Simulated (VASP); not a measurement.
Crystal: BaO.

```
Ba O
1.0
     0.00000    2.75000    2.75000
     2.75000    0.00000    2.75000
     2.75000    2.75000    0.00000
Ba O
1 1
Direct
  0.00000 0.00000 0.00000
  0.50000 0.50000 0.50000
```

| Quantity | Value |
| --- | --- |
| Program | VASP 6.6.1 |
| Task | relaxation of cell and atoms |
| Functional | PBE |
| Potentials or basis | VASP PAW PBE potentials, release 64 (Ba_sv, O) |
| Cutoff | 600 eV |
| k mesh | 4 × 4 × 4 |
| Occupations | gaussian, width 0.01 eV |
| Spin | no spin polarisation |

At the start: pressure 4.8 GPa; volume 20.80 Å³/atom.

Problem. Where does the relaxation end?

Solution. Over 3 steps the energy falls by 18.8 meV/atom and the volume is 22.12 Å³/atom (+6.3 %); space group Fm-3m (No. 225, to 0.05 Å).

Step by step:
```
step  energy change (eV)  largest force (eV/Å)  pressure (GPa)  volume (Å³)
   1              0.0000                0.0000            4.83        41.59
   2             -0.0305                0.0000           -1.76        45.48
   3             -0.0376                0.0000            0.01        44.23
```

Final structure:
```
Ba O
1.0
     0.00000    2.80697    2.80697
     2.80697    0.00000    2.80697
     2.80697    2.80697    0.00000
Ba O
1 1
Direct
  0.00000 0.00000 0.00000
  0.50000 0.50000 0.50000
```

Caveat: the k points lie up to 0.48 Å⁻¹ apart in the final cell.
